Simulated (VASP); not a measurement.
# MgO (Pm-3m) in VASP: further runs

MgO is run at these levels: PBE, r2SCAN; tasks: single point.

Program: VASP 6.6.1. These are calculated values, not measurements. Logs are shortened: lines on timing, memory, paths and dates and some standing lists are left out, and cuts for length are marked.

## 1. The cell of the first run

The structure is cubic, space group Pm-3m (No. 221). The conventional cell has a = 2.623 Å, b = 2.623 Å, c = 2.623 Å, α = 90.00°, β = 90.00°, γ = 90.00°. Within 3.0 Å of Mg (site symmetry m-3m) lie 8 O at 2.27 Å and 6 Mg at 2.62 Å. O (site symmetry m-3m) has 8 Mg at 2.27 Å and 6 O at 2.62 Å within 3.0 Å.

## 2. Single point, PBE

File INCAR:

```
SYSTEM = MgO
PREC     = Accurate       ! precision mode
ENCUT    = 520            ! plane-wave cutoff, eV
EDIFF    = 1E-6           ! SCF threshold, eV
ISMEAR   = 0              ! smearing method
SIGMA    = 0.01           ! smearing width, eV
LREAL    = .FALSE.        ! projectors in reciprocal space
LASPH    = .TRUE.         ! aspherical terms in the spheres
NELM     = 60             ! most SCF steps
ALGO     = Normal         ! electronic algorithm
ISIF     = 2              ! what is computed and relaxed
LWAVE    = .FALSE.        ! write WAVECAR
LCHARG   = .FALSE.        ! write CHGCAR
GGA      = PE             ! functional
NBANDS   = 11             ! bands
```

File KPOINTS:

```
Automatic mesh
0
G
  10 10 10
  0 0 0
```

File POSCAR:

```
MgO
1.0
    2.6233491281      0.0000000000      0.0000000000
    0.0000000000      2.6233491281      0.0000000000
    0.0000000000      0.0000000000      2.6233491281
Mg O
1 1
Direct
    0.0000000000      0.0000000000      0.0000000000
    0.5000000000      0.5000000000      0.5000000000
```

Potentials or basis: VASP PAW PBE potentials, release 64 (Mg, O).

The run is started by

```console
cat potpaw_PBE.64/Mg/POTCAR potpaw_PBE.64/O/POTCAR > POTCAR
mpirun -np 1 vasp_std > vasp.out
```

OUTCAR:

```text
SYSTEM = MgO
   PREC = Accurate
   ENCUT = 520
   EDIFF = 1E-6
   ISMEAR = 0
   LREAL = .FALSE.
   LASPH = .TRUE.
   NELM = 60
   ISIF = 2
   GGA = PE

 ion  position               nearest neighbor table
   1  0.000  0.000  0.000-   2 2.27   2 2.27   2 2.27   2 2.27   2 2.27   2 2.27   2 2.27   2 2.27

   2  0.500  0.500  0.500-   1 2.27   1 2.27   1 2.27   1 2.27   1 2.27   1 2.27   1 2.27   1 2.27

  LATTYP: Found a simple cubic cell.
 ALAT       =     2.6233491281

  Lattice vectors:

 A1 = (   2.6233491281,   0.0000000000,   0.0000000000)
 A2 = (   0.0000000000,   2.6233491281,   0.0000000000)
 A3 = (   0.0000000000,   0.0000000000,   2.6233491281)

Analysis of symmetry for initial positions (statically):
=====================================================================
 Subroutine PRICEL returns:
 Original cell was already a primitive cell.

 Routine SETGRP: Setting up the symmetry group for a
 simple cubic supercell.

 Subroutine GETGRP returns: Found 48 space group operations
 (whereof 48 operations were pure point group operations)
 out of a pool of 48 trial point group operations.

The static configuration has the point symmetry O_h .

Analysis of symmetry for dynamics (positions and initial velocities):
=====================================================================
 Subroutine PRICEL returns:
 Original cell was already a primitive cell.

 Routine SETGRP: Setting up the symmetry group for a
 simple cubic supercell.

 Subroutine GETGRP returns: Found 48 space group operations
 (whereof 48 operations were pure point group operations)
 out of a pool of 48 trial point group operations.

The dynamic configuration has the point symmetry O_h .

 Subroutine INISYM returns: Found 48 space group operations
 (whereof 48 operations are pure point group operations),
 and found     1 'primitive' translations

----------------------------------------------------------------------------------------

                                     Primitive cell

  volume of cell :      18.0538

  direct lattice vectors                    reciprocal lattice vectors
     2.623349128  0.000000000  0.000000000     0.381192114  0.000000000  0.000000000
     0.000000000  2.623349128  0.000000000     0.000000000  0.381192114  0.000000000
     0.000000000  0.000000000  2.623349128     0.000000000  0.000000000  0.381192114

  length of vectors
     2.623349128  2.623349128  2.623349128     0.381192114  0.381192114  0.381192114

  position of ions in fractional coordinates (direct lattice)
     0.000000000  0.000000000  0.000000000
     0.500000000  0.500000000  0.500000000

  ion indices of the primitive-cell ions
   primitive index   ion index
                 1           1
                 2           2

----------------------------------------------------------------------------------------

 KPOINTS: Automatic mesh

Automatic generation of k-mesh.
 Grid dimensions read from file:
 generate k-points for:   10   10   10

 Generating k-lattice:

  Cartesian coordinates                     Fractional coordinates (reciprocal lattice)
     0.038119211  0.000000000  0.000000000     0.100000000  0.000000000  0.000000000
     0.000000000  0.038119211  0.000000000     0.000000000  0.100000000  0.000000000
     0.000000000  0.000000000  0.038119211     0.000000000  0.000000000  0.100000000

  Length of vectors
     0.038119211  0.038119211  0.038119211

  Shift w.r.t. Gamma in fractional coordinates (k-lattice)
     0.000000000  0.000000000  0.000000000

 Subroutine IBZKPT returns following result:
 ===========================================

 Found     56 irreducible k-points:

 Following reciprocal coordinates:
            Coordinates               Weight
  0.000000  0.000000  0.000000      1.000000
  0.100000  0.000000  0.000000      6.000000
  0.200000  0.000000  0.000000      6.000000
  0.300000  0.000000  0.000000      6.000000
  0.400000  0.000000  0.000000      6.000000
  0.500000  0.000000  0.000000      3.000000
[... 16 lines left out ...]
  0.200000  0.100000  0.100000     24.000000
  0.300000  0.100000  0.100000     24.000000
 [... further k-points ...]
   k-points           NKPTS =     56   k-points in BZ     NKDIM =     56   number of bands    NBANDS=     11
   number of dos      NEDOS =    301   number of ions     NIONS =      2
   total plane-waves  NPLWV =   8000
   dimension x,y,z NGX =    20 NGY =   20 NGZ =   20
   dimension x,y,z NGXF=    40 NGYF=   40 NGZF=   40
   ions per type =               1   1
   NGX,Y,Z   is equivalent  to a cutoff of  12.67, 12.67, 12.67 a.u.
   NGXF,Y,Z  is equivalent  to a cutoff of  25.35, 25.35, 25.35 a.u.
 SYSTEM =  MgO
   PREC   = accura    normal or accurate (medium, high low for compatibility)
   ISTART =      0    job   : 0-new  1-cont  2-samecut
   ICHARG =      2    charge: 1-file 2-atom 10-const
   ISPIN  =      1    spin polarized calculation?
   LNONCOLLINEAR =      F non collinear calculations
   LSORBIT =      F    spin-orbit coupling
   LASPH  =      T    aspherical Exc in radial PAW
   ENCUT  =  520.0 eV  38.22 Ry    6.18 a.u.   4.88  4.88  4.88*2*pi/ulx,y,z
   NELM   =     60;   NELMIN=  2; NELMDL= -5     # of ELM steps
   EDIFF  = 0.1E-05   stopping-criterion for ELM
   LREAL  =      F    real-space projection
   EDIFFG = 0.1E-04   stopping-criterion for IOM
   NSW    =      0    number of steps for IOM
   IBRION =     -1    ionic relax: 0-MD 1-quasi-New 2-CG
   NFREE  =      0    steps in history (QN), initial steepest desc. (CG)
   ISIF   =      2    stress and relaxation
   ISYM   =      2    0-nonsym 1-usesym 2-fastsym
   POTIM  = 0.5000    time-step for ionic-motion
   TEBEG  =    0.0;   TEEND  =   0.0 temperature during run
   PSTRESS=    0.0 pullay stress
   NELECT =       8.0000    total number of electrons
   NUPDOWN=      -1.0000    fix difference up-down
   EMIN   =  10.00;   EMAX   =-10.00  energy-range for DOS
   EFERMI =   0.00;   METHOD = LEGACY
   ISMEAR =     0;   SIGMA  =   0.01  broadening in eV -4-tet -1-fermi 0-gaus
   EFERMI_NEDOS =   21; number of points for ismear=-14 and -15
   IALGO  =     38    algorithm
   IMIX   =      4    mixing-type and parameters
     AMIX     =   0.40;   BMIX     =  1.00
     AMIX_MAG =   1.60;   BMIX_MAG =  1.00
  volume/ion in A,a.u.               =       9.03        60.92
  Fermi-wavevector in a.u.,A,eV,Ry     =   1.248098  2.358563 21.194461  1.557749
  Thomas-Fermi vector in A             =   2.382200
   LORBIT       =      0    0 simple, 1 ext, 2 COOP (PROOUT), +10 PAW based schemes
   GGA     = PE    functional components
   LHFCALC =     F    Hartree Fock is set to
   AEXX    =    0.0000 exact exchange contribution
   IVDW    =     0    specifies the selected vdW correction
   LEPSILON=     F    determine dielectric tensor
   LRPA    =     F    only Hartree local field effects (RPA)
 non-spin polarized calculation
 Gauss-broadening in eV      SIGMA  =   0.01
  energy-cutoff  :      520.00
  volume of cell :       18.05
 maximum number of plane-waves:       500
 NGX is ok and might be reduce to    20
   NGX =  9   NGY =  9   NGZ =  9

 number of electron       7.9999999 magnetization

 Free energy of the ion-electron system (eV)
  ---------------------------------------------------
  ext. energy  EPLUGINS =         0.00000000
  ---------------------------------------------------
  free energy    TOTEN  =       -10.38910170 eV

  energy without entropy =      -10.38910170  energy(sigma->0) =      -10.38910170

 E-fermi :   5.2671     XC(G=0): -11.3662

 val. band max:        5.1216181665   @ k =   0.5000   0.5000   0.0000
 cond. band min:       7.7420871958   @ k =   0.0000   0.0000   0.0000
 fundamental gap:      2.6204690293
 Fermi energy:         5.2670978061

 k-point     1 :       0.0000    0.0000    0.0000
  band No.  band energies     occupation
      1     -13.4694      2.00000
      2       4.1017      2.00000
      3       4.1017      2.00000
      4       4.1017      2.00000
      5       7.7421      0.00000
      6      15.5931      0.00000
      7      15.5931      0.00000
      8      25.6099      0.00000
      9      25.6099      0.00000
     10      25.6099      0.00000
     11      32.7793      0.00000

 k-point     2 :       0.1000    0.0000    0.0000
  band No.  band energies     occupation
      1     -13.3692      2.00000
      2       3.2491      2.00000
      3       4.1425      2.00000
      4       4.1425      2.00000
      5       8.3593      0.00000
      6      15.8030      0.00000
      7      15.8158      0.00000
      8      25.4310      0.00000
      9      25.4310      0.00000
     10      25.7914      0.00000
     11      31.8340      0.00000

 k-point     3 :       0.2000    0.0000    0.0000
  band No.  band energies     occupation
      1     -13.0912      2.00000
      2       1.6310      2.00000
      3       4.2517      2.00000
      4       4.2517      2.00000
      5       9.4559      0.00000
      6      16.1017      0.00000
      7      16.4285      0.00000
      8      24.9066      0.00000
      9      24.9066      0.00000
     10      26.6452      0.00000
     11      29.7933      0.00000

 k-point     4 :       0.3000    0.0000    0.0000
  band No.  band energies     occupation
      1     -12.7117      2.00000
      2       0.0730      2.00000
      3       4.3914      2.00000
      4       4.3914      2.00000
      5      10.5882      0.00000
      6      15.8702      0.00000
      7      17.4497      0.00000
      8      24.1735      0.00000
      9      24.1735      0.00000
     10      26.6235      0.00000
     11      28.5744      0.00000

 k-point     5 :       0.4000    0.0000    0.0000
  band No.  band energies     occupation
      1     -12.3667      2.00000
      2      -1.0407      2.00000
      3       4.5085      2.00000
      4       4.5085      2.00000
      5      11.6571      0.00000
      6      15.1638      0.00000
      7      18.7771      0.00000
      8      23.5470      0.00000
      9      23.5470      0.00000
     10      24.0028      0.00000
     11      29.0306      0.00000
[... 211 lines left out ...]
 k-point    21 :       0.5000    0.5000    0.0000
  band No.  band energies     occupation
      1     -11.3385      2.00000
      2       0.3628      2.00000
      3       0.3628      2.00000
      4       5.1216      2.00000
      5      10.1117      0.00000
      6      17.4206      0.00000
      7      17.4206      0.00000
      8      18.5587      0.00000
      9      24.5313      0.00000
     10      24.5313      0.00000
     11      30.3365      0.00000

 k-point    22 :       0.1000    0.1000    0.1000
  band No.  band energies     occupation
      1     -13.1736      2.00000
      2       2.9480      2.00000
      3       3.6453      2.00000
      4       3.6453      2.00000
      5       9.4036      0.00000
      6      16.1603      0.00000
      7      16.1603      0.00000
      8      24.0707      0.00000
      9      26.1793      0.00000
     10      26.1793      0.00000
     11      29.6106      0.00000

 k-point    23 :       0.2000    0.1000    0.1000
  band No.  band energies     occupation
      1     -12.9058      2.00000
      2       1.7485      2.00000
      3       3.5215      2.00000
      4       3.7869      2.00000
      5      10.3596      0.00000
      6      16.3448      0.00000
      7      16.5486      0.00000
      8      23.4330      0.00000
      9      25.2719      0.00000
     10      27.4242      0.00000
     11      28.0805      0.00000

 k-point    24 :       0.3000    0.1000    0.1000
  band No.  band energies     occupation
      1     -12.5414      2.00000
      2       0.2867      2.00000
      3       3.7208      2.00000
      4       3.9701      2.00000
      5      11.3765      0.00000
      6      15.9244      0.00000
      7      17.1003      0.00000
      8      23.2800      0.00000
      9      23.9880      0.00000
     10      27.1210      0.00000
     11      27.3819      0.00000

 [... further k-points ...]

------------------------ aborting loop because EDIFF is reached ----------------------------------------

  FORCE on cell =-STRESS in cart. coord.  units (eV):
  Direction    XX          YY          ZZ          XY          YZ          ZX
  --------------------------------------------------------------------------------------
  -------------------------------------------------------------------------------------
  Total        0.6193554      0.6193554      0.6193554      0.0000000      0.0000000      0.0000000
  in kB       54.9644927     54.9644927     54.9644927      0.0000000      0.0000000      0.0000000
  external PRESSURE =      54.9644927 kB  Pullay stress =       0.0000000 kB

 VOLUME and BASIS-vectors are now :
 -----------------------------------------------------------------------------
  energy-cutoff  :      520.00
  volume of cell :       18.05
      direct lattice vectors                 reciprocal lattice vectors
     2.623349128  0.000000000  0.000000000     0.381192114  0.000000000  0.000000000
     0.000000000  2.623349128  0.000000000     0.000000000  0.381192114  0.000000000
     0.000000000  0.000000000  2.623349128     0.000000000  0.000000000  0.381192114

 POSITION                                       TOTAL-FORCE (eV/Angst)
 -----------------------------------------------------------------------------------
      0.00000      0.00000      0.00000         0.000000      0.000000      0.000000
      1.31167      1.31167      1.31167         0.000000      0.000000      0.000000
 -----------------------------------------------------------------------------------
    total drift:                                0.000000      0.000000      0.000000

  FREE ENERGIE OF THE ION-ELECTRON SYSTEM (eV)
  ---------------------------------------------------
  free  energy   TOTEN  =       -10.3891016990 eV

  energy  without entropy=      -10.3891016990  energy(sigma->0) =      -10.38910170
```

Wall time 8.3 s (1 thread of Intel Xeon 6975P-C, shared host); peak memory 0.13 GiB.

What came out:

```yaml
Free_energy: -10.3891 eV
Pressure: 5.5 GPa
Band_gap_on_the_k_mesh: 2.62 eV, indirect (least direct gap 3.64 eV)
```

A k mesh can miss the band edges.

## 3. Single point, r2SCAN (volume changed by -6%)

File POSCAR:

```
MgO
1.0
    2.5697963642      0.0000000000      0.0000000000
    0.0000000000      2.5697963642      0.0000000000
    0.0000000000      0.0000000000      2.5697963642
Mg O
1 1
Direct
    0.0000000000      0.0000000000      0.0000000000
    0.5000000000      0.5000000000      0.5000000000
```

File INCAR.step1:

```
SYSTEM = MgO
PREC = Accurate
ENCUT = 520
ISMEAR = 0
SIGMA = 0.01
LREAL = .False.
LASPH = .True.
NELM = 80
NBANDS = 11
GGA = PE
ALGO = Normal
EDIFF = 1E-4
LWAVE = .True.
LCHARG = .False.
```

File INCAR.step2:

```
SYSTEM = MgO
PREC = Accurate
ENCUT = 520
EDIFF = 1E-7
ISMEAR = 0
SIGMA = 0.01
LREAL = .False.
LASPH = .True.
NELM = 80
ALGO = Normal
ISIF = 2
LWAVE = .False.
LCHARG = .False.
METAGGA = R2SCAN
LMIXTAU = .True.
NBANDS = 11
ISTART = 1
```

File KPOINTS:

```
Automatic mesh
0
Gamma
  8 8 8
  0 0 0
```

Potentials or basis: VASP PAW PBE potentials, release 64 (Mg, O).

The run is started by

```console
cat potpaw_PBE.64/Mg/POTCAR potpaw_PBE.64/O/POTCAR > POTCAR
cp INCAR.step1 INCAR
mpirun -np 1 vasp_std > vasp.out
cp INCAR.step2 INCAR
mpirun -np 1 vasp_std > vasp.out
```

Run time: 22 s. Hardware: 1 thread of Intel Xeon 6975P-C, shared host; peak memory 0.13 GiB.

Results (log left out):

* Free energy: -14.4988 eV
* Pressure: 9.8 GPa
* Band gap on the k mesh: 4.08 eV, indirect (least direct gap 5.21 eV)

Levels at points of the mesh, in eV from the valence-band top:
```csv
k point,band 2,band 3,band 4,band 5,band 6,band 7
"(0.00, 0.00, 0.00)",-1.13,-1.13,-1.13,4.08,11.59,11.59
"(0.50, 0.00, 0.00)",-7.01,-0.64,-0.64,8.59,11.36,16.18
"(0.50, 0.50, 0.00)",-5.18,-5.18,0.00,6.13,14.19,14.19
"(0.50, 0.50, 0.50)",-4.10,-4.10,-4.10,8.71,8.71,8.71
```

Caveat: the PAW data sets were made with another functional, which shifts forces and pressure a little. A k mesh can miss the band edges.
